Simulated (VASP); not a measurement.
Set up this calculation in VASP 6.6.1, as the native input.

| Item | Value |
| --- | --- |
| Task | single point |
| Functional | LDA |
| Potentials or basis | VASP PAW LDA potentials, release 64 (Se) |
| Cutoff | 520 eV |
| k mesh | 14 × 14 × 14 |
| Occupations | fermi-dirac, width 0.05 eV |
| Spin | no spin polarisation |
| Dipole correction | no |
| Further INCAR settings | ALGO = Normal; EDIFF = 1e-06; NBANDS = 9 |

The structure of Se lies in POSCAR:

```
Se
1.0
    2.4729936042      0.0000000000      0.0000000000
    0.0000000000      2.4729936042      0.0000000000
    0.0000000000      0.0000000000      2.4729936042
Se
1
Direct
    0.0000000000      0.0000000000      0.0000000000
```

The input as run:

INCAR

```
SYSTEM = Se
  ALGO = Normal
  EDIFF = 1E-6
  ENCUT = 520
  GGA = CA
  ISIF = 2
  ISMEAR = -1
  LASPH = .TRUE.
  LCHARG = .FALSE.
  LREAL = .FALSE.
  LWAVE = .FALSE.
  NBANDS = 9
  NELM = 80
  PREC = Accurate
  SIGMA = 0.05
```

KPOINTS

```
k-points
0
G
  14 14 14
  0 0 0
```

Potentials or basis: VASP PAW LDA potentials, release 64 (Se).

Run with:

```bash
$ cat potpaw_LDA.64/Se/POTCAR > POTCAR
$ mpirun -np 1 vasp_std > vasp.out
```

Results of the run:

The pressure is 61.1 GPa. The band gap on the k mesh is zero (band 3 reaches 15.48 eV, above the bottom of band 4 at 5.52 eV).

Wall time 3.6 s on 1 thread of Intel(R) Xeon(R) 6975P-C (Granite Rapids), on a shared host, peak memory 0.12 GiB.
